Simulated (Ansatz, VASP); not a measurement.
**Ga: VASP beside Ansatz**

```
Ga
1.0
     2.23933   -3.79695    0.00000
     2.23933    3.79695    0.00000
     0.00000    0.00000    4.51812
Ga
4
Direct
  0.65599 0.34401 0.41513
  0.84401 0.15599 0.91513
  0.34401 0.65599 0.58487
  0.15599 0.84401 0.08487
```

Alike in both runs: functional r2SCAN; k mesh 12 × 12 × 10; occupations gaussian, width 0.1 eV; no spin polarisation.

Ansatz relaxed the structure, and its values are those at the end. VASP's run is a single point on that final structure, the one shown.

|  | VASP | Ansatz |
| --- | --- | --- |
| version | VASP 6.6.1 | Ansatz 0.2.0 |
| potentials or method | VASP PAW PBE potentials, release 64 (Ga_d), cutoff 520 eV | scalar-relativistic, plane waves, PAW |
| valence electrons in the cell | 52 | 52 |

|  | VASP | Ansatz | Ansatz less VASP |
| --- | --- | --- | --- |
| gap on the k mesh at the Fermi level (eV) | none | none | - |
| pressure (GPa) | 0.1 | 0.0 | -0.13 |
| rms of the force components (eV/Å) | 0.005 | 0.002 | -0.0030 |

VASP's potentials were made for PBE, not for r2SCAN. A gap of «none» marks a metal or a gap that the smearing closes. The functional is the same, so the differences come from potentials, cutoffs and numerics.
